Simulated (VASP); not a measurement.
The system is Sn.

```
CELL_PARAMETERS angstrom
-2.02919 2.02919 1.66076
2.02919 -2.02919 1.66076
2.02919 2.02919 -1.66076
ATOMIC_POSITIONS crystal
Sn 0.00000 0.00000 0.00000
```

Base run:

* Program: VASP 6.6.1
* Functional: r2SCAN
* Potentials or basis: VASP PAW PBE potentials, release 64 (Sn_d)
* Cutoff: 520 eV
* k mesh: 10 × 10 × 10
* Occupations: fermi-dirac, width 0.05 eV
* Spin: no spin polarisation

Its results: band gap on the k mesh zero (bands 7 and 8 overlap by 9.29 eV); pressure -0.5 GPa.

Problem. After a change of settings the same cell gave: band gap on the k mesh zero (bands 7 and 8 overlap by 8.40 eV); pressure 0.5 GPa. Which change was it?
A. functional from r2SCAN to PBE-based screened hybrid with 25 % exact exchange; k mesh from 10 × 10 × 10 to 5 × 5 × 5
B. functional from r2SCAN to r2SCAN50; k mesh from 10 × 10 × 10 to 5 × 5 × 5
C. functional from r2SCAN to PBEsol; dispersion from none to D3(BJ)

Solution. A.

Caveats: some runs use coarse meshes; the PAW data sets were made with another functional, which shifts forces and pressure a little; spin-orbit coupling is left out, which moves the levels of the heavy elements.
